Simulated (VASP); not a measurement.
Here is a VASP 6.6.1 calculation.

INCAR

```
PREC = Accurate
ENCUT = 500
EDIFF = 1E-6
ISMEAR = 0
SIGMA = 0.01
LREAL = False
LASPH = True
NELM = 120
ALGO = Normal
ISIF = 2
LWAVE = False
LCHARG = False
GGA = PS
NBANDS = 17
GGA_COMPAT = False
```

File KPOINTS:

```
regular mesh
0
Gamma
  6 6 6
```

Contents of POSCAR:

```
TlCl
1.0
    3.7693040770      0.0000000000      0.0000000000
    0.0000000000      3.7693040770      0.0000000000
    0.0000000000      0.0000000000      3.7504575566
Tl Cl
1 1
Direct
    0.0000000000      0.0000000000      0.0000000000
    0.5000000000      0.5000000000      0.5000000000
```

Potentials or basis: VASP PAW PBE potentials, release 64 (Tl_d, Cl).

Launch:

```console
$ cat potpaw_PBE.64/Tl_d/POTCAR potpaw_PBE.64/Cl/POTCAR > POTCAR
$ mpirun -np 1 vasp_std > vasp.out
```

Predict the band gap on the k mesh.

1.76 eV (least direct gap 1.77 eV).

Estimate the pressure.

0.1 GPa.

Stress tensor (GPa, compression positive):
```
0.05 0.00 0.00
0.00 0.05 0.00
0.00 0.00 0.18
```

Caveat: the cell differs from its parent crystal (z stretched by -0.5 %, x and y held); the PAW data sets were made with another functional, which shifts forces and pressure a little; spin-orbit coupling is left out, which moves the levels of the heavy elements. A k mesh can miss the band edges.
